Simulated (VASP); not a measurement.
Write the native input for VASP 6.6.1 that does the following.

* Task: single point
* Functional: PBE
* Potentials or basis: VASP PAW PBE potentials, release 64 (Li_sv, Nb_sv, O)
* Cutoff: 520 eV
* k mesh: 1 × 1 × 1
* Occupations: fermi-dirac, width 0.01 eV
* Spin: no spin polarisation
* Dipole correction: no
* Further INCAR settings: LREAL = Auto; ALGO = Normal; EDIFF = 1e-06; NBANDS = 318

The structure of LiNbO3 lies in POSCAR:

```
LiNbO3
1.0
    5.1899002704      2.9963903182      9.3444464955
   -5.1899002704      2.9963903182      9.3444464955
    0.0000000000     -5.9927806363      9.3444464955
Li Nb O
16 16 48
Direct
    0.3588723003      0.3588723003      0.3588723003
    0.1088723003      0.1088723003      0.1088723003
    0.3588723003      0.3588723003      0.8588723003
    0.1088723003      0.1088723003      0.6088723003
    0.3588723003      0.8588723003      0.3588723003
    0.1088723003      0.6088723003      0.1088723003
    0.3588723003      0.8588723003      0.8588723003
    0.1088723003      0.6088723003      0.6088723003
    0.8588723003      0.3588723003      0.3588723003
    0.6088723003      0.1088723003      0.1088723003
    0.8588723003      0.3588723003      0.8588723003
    0.6088723003      0.1088723003      0.6088723003
    0.8588723003      0.8588723003      0.3588723003
    0.6088723003      0.6088723003      0.1088723003
    0.8588723003      0.8588723003      0.8588723003
    0.6088723003      0.6088723003      0.6088723003
    0.4992851914      0.4992851914      0.4992851914
    0.2492851914      0.2492851914      0.2492851914
    0.4992851914      0.4992851914      0.9992851914
    0.2492851914      0.2492851914      0.7492851914
    0.4992851914      0.9992851914      0.4992851914
    0.2492851914      0.7492851914      0.2492851914
    0.4992851914      0.9992851914      0.9992851914
    0.2492851914      0.7492851914      0.7492851914
    0.9992851914      0.4992851914      0.4992851914
    0.7492851914      0.2492851914      0.2492851914
    0.9992851914      0.4992851914      0.9992851914
    0.7492851914      0.2492851914      0.7492851914
    0.9992851914      0.9992851914      0.4992851914
    0.7492851914      0.7492851914      0.2492851914
    0.9992851914      0.9992851914      0.9992851914
    0.7492851914      0.7492851914      0.7492851914
    0.1401194630      0.3207647829      0.4450507625
    0.3207647829      0.4450507625      0.1401194630
    0.4450507625      0.1401194630      0.3207647829
    0.1950507625      0.0707647829      0.3901194630
    0.3901194630      0.1950507625      0.0707647829
    0.0707647829      0.3901194630      0.1950507625
    0.1401194630      0.3207647829      0.9450507625
    0.3207647829      0.4450507625      0.6401194630
    0.4450507625      0.1401194630      0.8207647829
    0.1950507625      0.0707647829      0.8901194630
    0.3901194630      0.1950507625      0.5707647829
    0.0707647829      0.3901194630      0.6950507625
    0.1401194630      0.8207647829      0.4450507625
    0.3207647829      0.9450507625      0.1401194630
    0.4450507625      0.6401194630      0.3207647829
    0.1950507625      0.5707647829      0.3901194630
    0.3901194630      0.6950507625      0.0707647829
    0.0707647829      0.8901194630      0.1950507625
    0.1401194630      0.8207647829      0.9450507625
    0.3207647829      0.9450507625      0.6401194630
    0.4450507625      0.6401194630      0.8207647829
    0.1950507625      0.5707647829      0.8901194630
    0.3901194630      0.6950507625      0.5707647829
    0.0707647829      0.8901194630      0.6950507625
    0.6401194630      0.3207647829      0.4450507625
    0.8207647829      0.4450507625      0.1401194630
    0.9450507625      0.1401194630      0.3207647829
    0.6950507625      0.0707647829      0.3901194630
    0.8901194630      0.1950507625      0.0707647829
    0.5707647829      0.3901194630      0.1950507625
    0.6401194630      0.3207647829      0.9450507625
    0.8207647829      0.4450507625      0.6401194630
    0.9450507625      0.1401194630      0.8207647829
    0.6950507625      0.0707647829      0.8901194630
    0.8901194630      0.1950507625      0.5707647829
    0.5707647829      0.3901194630      0.6950507625
    0.6401194630      0.8207647829      0.4450507625
    0.8207647829      0.9450507625      0.1401194630
    0.9450507625      0.6401194630      0.3207647829
    0.6950507625      0.5707647829      0.3901194630
    0.8901194630      0.6950507625      0.0707647829
    0.5707647829      0.8901194630      0.1950507625
    0.6401194630      0.8207647829      0.9450507625
    0.8207647829      0.9450507625      0.6401194630
    0.9450507625      0.6401194630      0.8207647829
    0.6950507625      0.5707647829      0.8901194630
    0.8901194630      0.6950507625      0.5707647829
    0.5707647829      0.8901194630      0.6950507625
```

These files were run (other wordings do the same):

INCAR

```
SYSTEM = LiNbO3
PREC = Accurate ; ENCUT = 520
EDIFF = 1E-6 ; ISMEAR = -1
SIGMA = 0.01 ; LREAL = Auto
LASPH = .TRUE. ; NELM = 100
ALGO = Normal ; ISIF = 2
LWAVE = .FALSE. ; LCHARG = .FALSE.
GGA = PE ; NBANDS = 318
```

KPOINTS

```
regular mesh
0
G
  1 1 1
  0 0 0
```

Potentials or basis: VASP PAW PBE potentials, release 64 (Li_sv, Nb_sv, O).

Run with:

```console
$ cat potpaw_PBE.64/Li_sv/POTCAR potpaw_PBE.64/Nb_sv/POTCAR potpaw_PBE.64/O/POTCAR > POTCAR
$ mpirun -np 1 vasp_gam > vasp.out
```

Results of the run:

```
Largest force          : 0.036 eV/Å
Band gap on the k mesh : 3.68 eV
```

Caveat: the k points lie up to 0.73 Å⁻¹ apart.

Wall time 12 min on 1 thread of Oxide Virtual Turin-like Processor, with other jobs on the host, peak memory 1.1 GiB.
